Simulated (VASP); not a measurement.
# Zn (Fm-3m) in VASP: further runs, part 2 of 2

VASP 6.6.1. Earlier steps stand in the parts before.

## (3) Single point, PBEsol

This run uses another cell than the first one, of 12.12 Å³/atom, 1.050 times its volume.

INCAR

```
ALGO     = Normal         # electronic algorithm
EDIFF    = 1E-6           # SCF threshold, eV
ENCUT    = 520            # plane-wave cutoff, eV
GGA      = PS             # functional
ISIF     = 2              # what is computed and relaxed
ISMEAR   = -1             # smearing method
LASPH    = True           # aspherical terms in the spheres
LCHARG   = True           # write CHGCAR
LELF     = True           # ELF
LREAL    = False          # projectors in reciprocal space
LVHAR    = True         
LWAVE    = False          # write WAVECAR
NBANDS   = 12             # bands
NELM     = 80             # most SCF steps
PREC     = Accurate       # precision mode
SIGMA    = 0.05           # smearing width, eV
```

KPOINTS

```
k-points
0
Gamma
  12 12 12
```

POSCAR

```
Zn
1.0
    0.0000000000      1.8230595645      1.8230595645
    1.8230595645      0.0000000000      1.8230595645
    1.8230595645      1.8230595645      0.0000000000
Zn
1
Direct
    0.0000000000      0.0000000000      0.0000000000
```

Potentials or basis: VASP PAW PBE potentials, release 64 (Zn).

Started as:

```
> cat potpaw_PBE.64/Zn/POTCAR > POTCAR
> mpirun -np 1 vasp_std > vasp.out
```

OUTCAR:

```text
EDIFF = 1E-6
   ENCUT = 520
   GGA = PS
   ISIF = 2
   ISMEAR = -1
   LASPH = True
   LREAL = False
   NELM = 80
   PREC = Accurate

 ion  position               nearest neighbor table
   1  0.000  0.000  0.000-

  LATTYP: Found a face centered cubic cell.
 ALAT       =     3.6461191290

  Lattice vectors:

 A1 = (   0.0000000000,   1.8230595645,   1.8230595645)
 A2 = (   1.8230595645,   0.0000000000,   1.8230595645)
 A3 = (   1.8230595645,   1.8230595645,   0.0000000000)

Analysis of symmetry for initial positions (statically):
=====================================================================
 Subroutine PRICEL returns:
 Original cell was already a primitive cell.

 Routine SETGRP: Setting up the symmetry group for a
 face centered cubic supercell.

 Subroutine GETGRP returns: Found 48 space group operations
 (whereof 48 operations were pure point group operations)
 out of a pool of 48 trial point group operations.

The static configuration has the point symmetry O_h .

Analysis of symmetry for dynamics (positions and initial velocities):
=====================================================================
 Subroutine PRICEL returns:
 Original cell was already a primitive cell.

 Routine SETGRP: Setting up the symmetry group for a
 face centered cubic supercell.

 Subroutine GETGRP returns: Found 48 space group operations
 (whereof 48 operations were pure point group operations)
 out of a pool of 48 trial point group operations.

The dynamic configuration has the point symmetry O_h .

 Subroutine INISYM returns: Found 48 space group operations
 (whereof 48 operations are pure point group operations),
 and found     1 'primitive' translations

----------------------------------------------------------------------------------------

                                     Primitive cell

  volume of cell :      12.1180

  direct lattice vectors                    reciprocal lattice vectors
     0.000000000  1.823059565  1.823059565    -0.274264215  0.274264215  0.274264215
     1.823059565  0.000000000  1.823059565     0.274264215 -0.274264215  0.274264215
     1.823059565  1.823059565  0.000000000     0.274264215  0.274264215 -0.274264215

  length of vectors
     2.578195561  2.578195561  2.578195561     0.475039555  0.475039555  0.475039555

  position of ions in fractional coordinates (direct lattice)
     0.000000000  0.000000000  0.000000000

  ion indices of the primitive-cell ions
   primitive index   ion index
                 1           1

----------------------------------------------------------------------------------------

 KPOINTS: k-points

Automatic generation of k-mesh.
 Grid dimensions read from file:
 generate k-points for:   12   12   12

 Generating k-lattice:

  Cartesian coordinates                     Fractional coordinates (reciprocal lattice)
    -0.022855351  0.022855351  0.022855351     0.083333333  0.000000000  0.000000000
     0.022855351 -0.022855351  0.022855351     0.000000000  0.083333333  0.000000000
     0.022855351  0.022855351 -0.022855351     0.000000000  0.000000000  0.083333333

  Length of vectors
     0.039586630  0.039586630  0.039586630

  Shift w.r.t. Gamma in fractional coordinates (k-lattice)
     0.000000000  0.000000000  0.000000000

 Subroutine IBZKPT returns following result:
 ===========================================

 Found     72 irreducible k-points:

 Following reciprocal coordinates:
            Coordinates               Weight
  0.000000  0.000000  0.000000      1.000000
  0.083333  0.000000  0.000000      8.000000
  0.166667  0.000000  0.000000      8.000000
  0.250000  0.000000  0.000000      8.000000
  0.333333  0.000000  0.000000      8.000000
  0.416667  0.000000  0.000000      8.000000
[... 16 lines left out ...]
  0.500000  0.166667  0.000000     24.000000
 -0.416667  0.166667  0.000000     24.000000
 [... further k-points ...]
   k-points           NKPTS =     72   k-points in BZ     NKDIM =     72   number of bands    NBANDS=     12
   number of dos      NEDOS =    301   number of ions     NIONS =      1
   total plane-waves  NPLWV =   8000
   dimension x,y,z NGX =    20 NGY =   20 NGZ =   20
   dimension x,y,z NGXF=    40 NGYF=   40 NGZF=   40
   ions per type =               1
   NGX,Y,Z   is equivalent  to a cutoff of  12.90, 12.90, 12.90 a.u.
   NGXF,Y,Z  is equivalent  to a cutoff of  25.79, 25.79, 25.79 a.u.
 SYSTEM =  unknown system
   PREC   = accura    normal or accurate (medium, high low for compatibility)
   ISTART =      0    job   : 0-new  1-cont  2-samecut
   ICHARG =      2    charge: 1-file 2-atom 10-const
   ISPIN  =      1    spin polarized calculation?
   LNONCOLLINEAR =      F non collinear calculations
   LSORBIT =      F    spin-orbit coupling
   LASPH  =      T    aspherical Exc in radial PAW
   ENCUT  =  520.0 eV  38.22 Ry    6.18 a.u.   4.79  4.79  4.79*2*pi/ulx,y,z
   NELM   =     80;   NELMIN=  2; NELMDL= -5     # of ELM steps
   EDIFF  = 0.1E-05   stopping-criterion for ELM
   LREAL  =      F    real-space projection
   EDIFFG = 0.1E-04   stopping-criterion for IOM
   NSW    =      0    number of steps for IOM
   IBRION =     -1    ionic relax: 0-MD 1-quasi-New 2-CG
   NFREE  =      0    steps in history (QN), initial steepest desc. (CG)
   ISIF   =      2    stress and relaxation
   ISYM   =      2    0-nonsym 1-usesym 2-fastsym
   POTIM  = 0.5000    time-step for ionic-motion
   TEBEG  =    0.0;   TEEND  =   0.0 temperature during run
   PSTRESS=    0.0 pullay stress
   NELECT =      12.0000    total number of electrons
   NUPDOWN=      -1.0000    fix difference up-down
   EMIN   =  10.00;   EMAX   =-10.00  energy-range for DOS
   EFERMI =   0.00;   METHOD = LEGACY
   ISMEAR =    -1;   SIGMA  =   0.05  broadening in eV -4-tet -1-fermi 0-gaus
   EFERMI_NEDOS =   21; number of points for ismear=-14 and -15
   IALGO  =     38    algorithm
   IMIX   =      4    mixing-type and parameters
     AMIX     =   0.40;   BMIX     =  1.00
     AMIX_MAG =   1.60;   BMIX_MAG =  1.00
  volume/ion in A,a.u.               =      12.12        81.78
  Fermi-wavevector in a.u.,A,eV,Ry     =   1.631765  3.083590 36.227666  2.662658
  Thomas-Fermi vector in A             =   2.723847
   LORBIT       =      0    0 simple, 1 ext, 2 COOP (PROOUT), +10 PAW based schemes
   GGA     = PS    functional components
[... 5 lines left out ...]
 non-spin polarized calculation
  energy-cutoff  :      520.00
  volume of cell :       12.12
 maximum number of plane-waves:       335
   NGX =  9   NGY =  9   NGZ =  9

 number of electron      12.0000003 magnetization

 Free energy of the ion-electron system (eV)
  ---------------------------------------------------
  ext. energy  EPLUGINS =         0.00000000
  ---------------------------------------------------
  free energy    TOTEN  =        -1.44054106 eV

  energy without entropy =       -1.43902867  energy(sigma->0) =       -1.43978487

 E-fermi :   4.8374     XC(G=0): -12.9634

 val. band max:        4.8314642852   @ k =  -0.4167   0.2500   0.0000
 cond. band min:       4.9913183487   @ k =  -0.4167   0.0833   0.0000
 fundamental gap:      0.1598540635
 Fermi energy:         4.8374147514

 k-point     1 :       0.0000    0.0000    0.0000
  band No.  band energies     occupation
      1      -7.6431      2.00000
      2      -3.6153      2.00000
      3      -3.6153      2.00000
      4      -3.6153      2.00000
      5      -3.0332      2.00000
      6      -3.0332      2.00000
      7      25.3496      0.00000
      8      26.2484      0.00000
      9      26.2485      0.00000
     10      26.2485      0.00000
     11      28.7801      0.00000
     12      28.7801      0.00000

 k-point     2 :       0.0833    0.0000    0.0000
  band No.  band energies     occupation
      1      -7.3983      2.00000
      2      -3.6441      2.00000
      3      -3.5808      2.00000
      4      -3.5808      2.00000
      5      -3.0436      2.00000
      6      -3.0436      2.00000
      7      22.2305      0.00000
      8      25.4424      0.00000
      9      25.4424      0.00000
     10      25.5486      0.00000
     11      30.0076      0.00000
     12      30.0076      0.00000
[... 316 lines left out ...]
 k-point    24 :      -0.4167    0.1667    0.0000
  band No.  band energies     occupation
      1      -4.4691      2.00000
      2      -3.7768      2.00000
      3      -3.4129      2.00000
      4      -3.1862      2.00000
      5      -2.6806      2.00000
      6       1.8516      2.00000
      7       4.6159      1.97645
      8      15.6588      0.00000
      9      19.9784      0.00000
     10      22.2138      0.00000
     11      30.4634      0.00000
     12      31.6275      0.00000

 [... further k-points ...]
[... 5 lines left out ...]
  --------------------------------------------------------------------------------------
  -------------------------------------------------------------------------------------
  Total        1.5711444      1.5711444      1.5711444      0.0000000     -0.0000000     -0.0000000
  in kB      207.7275544    207.7275544    207.7275544      0.0000000     -0.0000000     -0.0000000
  external PRESSURE =     207.7275544 kB  Pullay stress =       0.0000000 kB

 VOLUME and BASIS-vectors are now :
 -----------------------------------------------------------------------------
  energy-cutoff  :      520.00
  volume of cell :       12.12
      direct lattice vectors                 reciprocal lattice vectors
     0.000000000  1.823059565  1.823059565    -0.274264215  0.274264215  0.274264215
     1.823059565  0.000000000  1.823059565     0.274264215 -0.274264215  0.274264215
     1.823059565  1.823059565  0.000000000     0.274264215  0.274264215 -0.274264215

 POSITION                                       TOTAL-FORCE (eV/Angst)
 -----------------------------------------------------------------------------------
      0.00000      0.00000      0.00000        -0.000000     -0.000000     -0.000000
 -----------------------------------------------------------------------------------
    total drift:                                0.000000      0.000000      0.000000

  FREE ENERGIE OF THE ION-ELECTRON SYSTEM (eV)
  ---------------------------------------------------
  free  energy   TOTEN  =        -1.4405410568 eV

  energy  without entropy=       -1.4390286739  energy(sigma->0) =       -1.43978487
```

Wall time 4.3 s (1 thread of Intel Xeon 6975P-C (Granite Rapids), shared host); peak memory 0.12 GiB.

Results:

```
Free energy            : -1.4405 eV
Pressure               : 20.8 GPa
Band gap on the k mesh : zero (band 6 reaches 7.11 eV, above the bottom of band 7 at 3.75 eV)
```

Caveat: the PAW data sets were made with another functional, which shifts forces and pressure a little.

## (4) Single point, PBEsol

This run uses another cell than the first one, of 13.41 Å³/atom, 1.162 times its volume.

INCAR

```
PREC     = Accurate       # precision mode
ENCUT    = 520            # plane-wave cutoff, eV
EDIFF    = 1E-6           # SCF threshold, eV
ISMEAR   = -1             # smearing method
SIGMA    = 0.05           # smearing width, eV
LREAL    = F              # projectors in reciprocal space
LASPH    = T              # aspherical terms in the spheres
NELM     = 100            # most SCF steps
ALGO     = Normal         # electronic algorithm
ISIF     = 2              # what is computed and relaxed
LWAVE    = F              # write WAVECAR
LCHARG   = F              # write CHGCAR
GGA      = PS             # functional
NBANDS   = 12             # bands
```

KPOINTS

```
Automatic mesh
0
Gamma
  12 12 12
```

POSCAR

```
Zn
1.0
    0.0000000000      1.8858163830      1.8858163830
    1.8858163830      0.0000000000      1.8858163830
    1.8858163830      1.8858163830      0.0000000000
Zn
1
Direct
    0.0000000000      0.0000000000      0.0000000000
```

Started as:

```
> cat potpaw_PBE.64/Zn/POTCAR > POTCAR
> mpirun -np 1 vasp_std > vasp.out
```

Run time: 4.1 s. Hardware: 1 thread of Intel Xeon 6975P-C (Granite Rapids), shared host; peak memory 0.12 GiB.

Results (log left out):

* Free energy: -1.5408 eV
* Pressure: 5.5 GPa
* Band gap on the k mesh: zero (band 6 reaches 6.16 eV, above the bottom of band 7 at 2.67 eV)

Levels at points of the mesh, in eV from the Fermi level:
```csv
k point,band 3,band 4,band 5,band 6,band 7,band 8,band 9,band 10
"(0.00, 0.00, 0.00)",-7.93,-7.93,-7.45,-7.45,19.89,20.04,20.04,20.04
"(0.50, 0.00, 0.00)",-7.94,-7.09,-7.09,-3.44,-1.14,16.75,16.75,18.32
"(0.50, 0.50, 0.00)",-7.11,-7.00,-7.00,-1.31,2.23,9.07,9.07,12.95
```

Caveat: the PAW data sets were made with another functional, which shifts forces and pressure a little.

## (5) The runs side by side

```csv
cell,gap on the mesh (eV),pressure (GPa)
"a = 2.537 Å, angles 60.0°, 1 atom",none,30.9
"a = 2.578 Å, angles 60.0°, 1 atom",none,20.8
"a = 2.667 Å, angles 60.0°, 1 atom",none,5.5
```

Alike in all rows: task single point; level PBEsol; potentials or basis VASP PAW PBE potentials, release 64 (Zn); no spin polarisation; k mesh 12 × 12 × 12; cutoff (eV) 520; smearing fermi-dirac 0.05 eV.

Caveats: the PAW data sets were made with another functional, which shifts forces and pressure a little.

Absolute energies hang on the potentials; compare differences alone.
